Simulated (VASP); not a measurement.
**SiO2: relaxation of cell and atoms with RPBE**

SiO2:

```
Si O
1.0
     4.98200    0.00000    0.00000
     0.00000    4.98200    0.00000
     0.00000    0.00000    6.96300
Si O
4 8
Cartesian
  3.9805 1.0015 5.2222
  3.4925 3.4925 3.4815
  1.0015 3.9805 1.7408
  1.4895 1.4895 0.0000
  0.5155 1.1951 5.7227
  1.2959 3.0065 0.5004
  4.4665 3.7869 2.2412
  3.6861 1.9755 3.9819
  3.0065 1.2959 6.4626
  3.7869 4.4665 4.7218
  1.9755 3.6861 2.9811
  1.1951 0.5155 1.2403
```

```json
{
 "Program": "VASP 6.6.1",
 "Task": "relaxation of cell and atoms",
 "Functional": "RPBE",
 "Potentials or basis": "VASP PAW PBE potentials, release 64 (Si, O)",
 "Cutoff": "600 eV",
 "k mesh": "6 × 6 × 4",
 "Occupations": "fermi-dirac, width 0.05 eV",
 "Spin": "no spin polarisation",
 "Dipole correction": "no",
 "Further INCAR settings": "ALGO = Normal; EDIFF = 1e-07; IBRION = 2; EDIFFG = -0.01; NSW = 60; ISIF = 3"
}
```

- Relaxed volume: 15.74 Å³/atom
- Relaxed cell: a = 5.132 Å, b = 5.132 Å, c = 7.169 Å, α = 90.00°, β = 90.00°, γ = 90.00°
- Space group after relaxing (to 0.1 Å): P4_12_12 (No. 92)
- Energy gained by relaxing: 20.9 meV/atom
- Ionic steps: 32
- Pressure after relaxing: 0.1 GPa
- Largest force after relaxing: 0.010 eV/Å
- Band gap on the k mesh: 5.58 eV

Forces in eV/Å, atoms in the order of the input:
```
Si  -0.007  0.007  0.000
Si   0.007  0.007  0.000
Si   0.007 -0.007  0.000
Si  -0.007 -0.007  0.000
O    0.008 -0.003  0.006
O    0.003  0.008  0.006
O   -0.008  0.003  0.006
O   -0.003 -0.008  0.006
O    0.008  0.003 -0.006
O    0.003 -0.008 -0.006
O   -0.008 -0.003 -0.006
O   -0.003  0.008 -0.006
```

The path:
```tsv
step	energy change (eV)	largest force (eV/Å)	pressure (GPa)	volume (Å³)
1	0.0000	0.5089	8.57	172.82
2	0.2002	0.8102	-9.21	192.81
3	-0.2237	0.1571	0.08	180.84
4	-0.2237	0.1489	0.23	180.68
5	-0.2155	0.3815	-0.21	181.40
6	-0.2262	0.0645	0.07	180.92
7	-0.2276	0.0578	0.05	181.12
8	-0.2301	0.0529	0.00	181.71
9	-0.2279	0.1734	-0.13	182.91
10	-0.2304	0.0861	-0.03	182.03
11	-0.2318	0.0668	0.04	182.17
12	-0.2349	0.0657	0.28	182.58
13	-0.2372	0.1274	0.71	183.40
14	-0.2376	0.1204	0.70	183.47
15	-0.2387	0.1000	0.66	183.70
16	-0.2404	0.0638	0.59	184.15
17	-0.2424	0.0677	0.43	185.06
18	-0.2403	0.2372	0.11	186.89
19	-0.2426	0.1048	0.35	185.51
20	-0.2434	0.0910	0.23	185.78
21	-0.2446	0.0655	-0.13	186.60
22	-0.2446	0.0650	-0.21	186.80
23	-0.2455	0.0598	-0.21	186.95
24	-0.2476	0.0454	-0.18	187.40
25	-0.2500	0.0315	-0.14	188.30
26	-0.2478	0.0799	-0.12	190.11
27	-0.2503	0.0371	-0.13	188.78
28	-0.2506	0.0340	0.12	188.60
29	-0.2506	0.0290	0.07	188.63
30	-0.2509	0.0182	0.14	188.65
31	-0.2510	0.0261	0.17	188.65
32	-0.2512	0.0099	0.07	188.82
```

Final structure:
```
Si O
1.0
     5.13209    0.00000    0.00000
     0.00000    5.13209    0.00000
     0.00000    0.00000    7.16912
Si O
4 8
Direct
  0.79076 0.20924 0.75000
  0.70924 0.70924 0.50000
  0.20924 0.79076 0.25000
  0.29076 0.29076 0.00000
  0.08687 0.24244 0.82898
  0.25756 0.58687 0.07898
  0.91313 0.75756 0.32898
  0.74244 0.41313 0.57898
  0.58687 0.25756 0.92102
  0.75756 0.91313 0.67102
  0.41313 0.74244 0.42102
  0.24244 0.08687 0.17102
```

Levels at points of the mesh, in eV from the valence-band top:
| k point | band 28 | band 29 | band 30 | band 31 | band 32 | band 33 | band 34 | band 35 | band 36 | band 37 |
| --- | --- | --- | --- | --- | --- | --- | --- | --- | --- | --- |
| (0.00, 0.00, 0.00) | -1.09 | -0.66 | -0.22 | -0.22 | 0.00 | 5.58 | 8.71 | 8.71 | 8.85 | 8.85 |
| (0.50, 0.00, 0.00) | -1.01 | -0.63 | -0.63 | -0.43 | -0.43 | 7.50 | 7.50 | 9.15 | 9.15 | 9.41 |
| (0.50, 0.50, 0.00) | -1.30 | -0.58 | -0.58 | -0.56 | -0.56 | 8.54 | 8.54 | 8.59 | 8.59 | 9.83 |
| (0.00, 0.00, 0.50) | -0.69 | -0.48 | -0.48 | -0.39 | -0.39 | 6.74 | 6.74 | 9.29 | 9.29 | 9.41 |
| (0.50, 0.00, 0.50) | -0.95 | -0.91 | -0.91 | -0.15 | -0.15 | 7.68 | 7.68 | 8.77 | 8.77 | 9.16 |
| (0.50, 0.50, 0.50) | -1.31 | -0.65 | -0.65 | -0.65 | -0.65 | 9.05 | 9.05 | 9.05 | 9.05 | 9.53 |

It took 32 min on 1 thread of Intel(R) Xeon(R) 6975P-C (Granite Rapids), on a shared host, peak memory 0.39 GiB.

Caveat: the PAW data sets were made with another functional, which shifts forces and pressure a little. A k mesh can miss the band edges.
